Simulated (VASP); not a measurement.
## Be24NO: single point with PBE

The system is Be24NO, a slab with vacuum.

```
Be N O
1.0
     4.52544    0.00000    0.00000
     0.00000    7.13362    0.00000
     0.00000    0.00000   22.36855
Be N O
24 1 1
Direct
  0.00000 0.37500 0.17882
  0.00000 0.87500 0.17882
  0.50000 0.37500 0.17882
  0.50000 0.87500 0.17882
  0.25000 0.12500 0.20802
  0.25000 0.62500 0.20802
  0.75000 0.12500 0.20802
  0.75000 0.62500 0.20802
  0.25000 0.37500 0.26643
  0.25000 0.87500 0.26643
  0.75000 0.37500 0.26643
  0.75000 0.87500 0.26643
  0.00000 0.12500 0.29031
  0.00000 0.62500 0.29031
  0.50000 0.12500 0.29031
  0.50000 0.62500 0.29031
  0.00000 0.37500 0.35468
  0.00000 0.87500 0.35468
  0.50000 0.37500 0.35468
  0.50000 0.87500 0.35468
  0.25000 0.12500 0.37412
  0.25000 0.62500 0.37412
  0.75000 0.12500 0.37412
  0.75000 0.62500 0.37412
  0.75000 0.45833 0.46040
  0.84877 0.55710 0.49770
```

```json
{"Program": "VASP 6.6.1", "Task": "single point", "Functional": "PBE", "Potentials or basis": "VASP PAW PBE potentials, release 64 (Be, N, O)", "Cutoff": "520 eV", "k mesh": "6 × 4 × 1", "Occupations": "gaussian, width 0.1 eV", "Spin": "collinear spin, ferromagnetic start", "Starting moments": "[0.0, 0.0, 0.0, 0.0, 0.0, 0.0, 0.0, 0.0, 0.0, 0.0, 0.0, 0.0, 0.0, 0.0, 0.0, 0.0, 0.0, 0.0, 0.0, 0.0, 0.0, 0.0, 0.0, 0.0, 1.0, 0.0] μB", "Dipole correction": "yes", "Further INCAR settings": "ALGO = Normal; EDIFF = 1e-06; NBANDS = 52; NELMDL = -8"}
```

```json
{
 "Largest force": "0.732 eV/Å",
 "Net moment": "0.39 μB per cell",
 "Site moments": "Be -0.01, -0.00, +0.00, +0.01; N +0.17; O +0.15 μB",
 "Valence electrons inside the program's atomic spheres": "Be 1.02, 1.01, 1.16, 1.17, 1.21, 1.14, 1.13, 1.08, 1.10; N 3.64; O 5.06"
}
```

Forces on the atoms (eV/Å):
```
Be   0.019  0.015  0.556
Be  -0.005 -0.006  0.510
Be  -0.010 -0.028  0.546
Be   0.015  0.051  0.566
Be   0.012  0.002 -0.732
Be  -0.008 -0.055 -0.717
Be  -0.009  0.021 -0.708
Be   0.014 -0.035 -0.719
Be  -0.009  0.013  0.149
Be   0.029 -0.008  0.150
Be  -0.020  0.014  0.150
Be  -0.017  0.045  0.127
Be   0.029 -0.026  0.059
Be   0.030 -0.007  0.069
Be  -0.005 -0.064 -0.035
Be   0.028 -0.013  0.051
Be   0.130 -0.067 -0.001
Be  -0.014  0.005 -0.075
Be  -0.163 -0.065 -0.257
Be  -0.020  0.034 -0.055
Be   0.016  0.067  0.060
Be   0.133  0.032 -0.168
Be   0.023 -0.099 -0.006
Be  -0.118 -0.166  0.314
N   -0.272  0.454 -0.134
O    0.193 -0.114  0.300
```

Levels at points of the mesh, in eV from the Fermi level:
Spin up:
```
           k point  band 28  band 29  band 30  band 31  band 32  band 33
(0.00, 0.00, 0.00)    -0.57    -0.26    -0.10     0.10     0.55     0.88
(0.50, 0.00, 0.00)    -0.11     0.37     0.80     0.87     1.44     1.46
(0.00, 0.50, 0.00)    -0.91    -0.87    -0.43     0.02     0.25     0.55
(0.50, 0.50, 0.00)    -0.46    -0.35     0.13     0.42     0.50     0.50
```
Spin down:
```csv
k point,band 26,band 27,band 28,band 29,band 30,band 31,band 32,band 33
"(0.00, 0.00, 0.00)",-2.14,-0.99,-0.33,-0.18,-0.14,0.16,0.72,1.03
"(0.50, 0.00, 0.00)",-1.15,-0.78,0.26,0.63,0.82,0.90,1.41,1.45
"(0.00, 0.50, 0.00)",-1.10,-1.08,-0.91,-0.88,-0.19,0.05,0.54,0.72
"(0.50, 0.50, 0.00)",-0.68,-0.51,-0.47,-0.21,0.24,0.44,0.48,0.49
```

It took 9.9 min on 4 MPI ranks on Intel(R) Xeon(R) Platinum 8481C CPU @ 2.70GHz (Sapphire Rapids), on a shared host, peak memory 1.4 GiB a rank.

Caveat: the standard files for N, O and F lose accuracy on very short bonds.
